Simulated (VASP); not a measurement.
A run of VASP 6.6.1 is set up as follows.

INCAR

```
SYSTEM = HPb27S
PREC = Accurate
ENCUT = 520
EDIFF = 1E-6
ISMEAR = -1
SIGMA = 0.1
LREAL = Auto
LASPH = .True.
NELM = 100
ALGO = Normal
ISIF = 2
LWAVE = .False.
LCHARG = .False.
GGA = PE
NBANDS = 212
```

Contents of KPOINTS:

```
Automatic mesh
0
Gamma
  1 1 1
  0 0 0
```

POSCAR

```
HPb27S
1.0
   10.5005360000      0.0000000000      0.0000000000
    0.0000000000     10.5005360000      0.0000000000
    0.0000000000      0.0000000000     17.9500000000
Pb S H
27 1 1
Direct
    0.0000000000      0.0000000000      0.0557103064
    0.3333353650      0.0000000000      0.0557103064
    0.6666707300      0.0000000000      0.0557103064
    0.0000000000      0.3333353650      0.0557103064
    0.3333353650      0.3333353650      0.0557103064
    0.6666707300      0.3333353650      0.0557103064
    0.0000000000      0.6666707300      0.0557103064
    0.3333353650      0.6666707300      0.0557103064
    0.6666707300      0.6666707300      0.0557103064
    0.1666867291      0.1666295892      0.1935877437
    0.4999459075      0.1667248224      0.1935487465
    0.8333860291      0.1666962525      0.1935320334
    0.1667152991      0.5000030475      0.1935710306
    0.5000030475      0.4999935241      0.1935821727
    0.8332717492      0.5000125708      0.1935933148
    0.1666772058      0.8333669824      0.1935821727
    0.4999554308      0.8332812725      0.1935543175
    0.8333955524      0.8332907958      0.1935264624
    0.0000095233      0.0000000000      0.3303899721
    0.3332972717      0.0000000000      0.3304623955
    0.6666421600      0.0000000000      0.3307632312
   -0.0000190466      0.3333258417      0.3303732591
    0.3333353650      0.3333448883      0.3303899721
    0.6666897766      0.3333829816      0.3304122563
   -0.0000190466      0.6666707300      0.3303732591
    0.3333353650      0.6666421600      0.3303899721
    0.6666897766      0.6666135900      0.3304066852
    0.5133357002      0.0013237419      0.5316880223
    0.6280822236     -0.0261129527      0.5635933148
```

Potentials or basis: VASP PAW PBE potentials, release 64 (Pb_d, S, H).

Launch:

```sh
$ cat potpaw_PBE.64/Pb_d/POTCAR potpaw_PBE.64/S/POTCAR potpaw_PBE.64/H/POTCAR > POTCAR
$ mpirun -np 1 vasp_gam > vasp.out
```

(1) What does it give for the largest force?

(2) What does it give for the band gap on the k mesh?

Results:

(1) 0.849 eV/Å.

(2) zero (an odd number of electrons rules out a gap without spin polarisation).

Caveat: the k points lie up to 0.60 Å⁻¹ apart, too coarse for converged energies and pressures of a metal; there is no dipole correction, which matters where the two faces differ; spin-orbit coupling is left out, which moves the levels of the heavy elements.
